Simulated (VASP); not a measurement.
Runs of VASP 6.6.1 on Al. The structure is that of space group Fm-3m (No. 225), or close to it. The cells are those of the table. 

```tsv
cell	gap on the mesh (eV)	pressure (GPa)
a = 2.934 Å, angles 60.0°, 1 atom	none	-5.1
a = 2.827, b = 2.827, c = 2.862 Å, angles 59.6, 59.6, 60.8°, 1 atom	none	(b)
a = 2.755, b = 2.755, c = 2.791 Å, angles 59.6, 59.6, 60.9°, 1 atom	none	9.3
a = 2.829, b = 2.829, c = 2.719 Å, angles 61.3, 61.3, 57.5°, 1 atom	none	7.1
a = 3.005 Å, angles 60.0°, 1 atom	none	(a)
```

Alike in all rows: task single point; level PBE; potentials or basis VASP PAW PBE potentials, release 64 (Al); no spin polarisation; k mesh 20 × 20 × 20; cutoff (eV) 520; smearing gaussian 0.15 eV.

Estimate the missing entries.

(a) -8.2; (b) 1.6.

Caveats: the cell stands under tension (at least some runs); the cell stands under pressure (at least some runs).

A gap of «none» marks levels without a gap at the run's occupations.
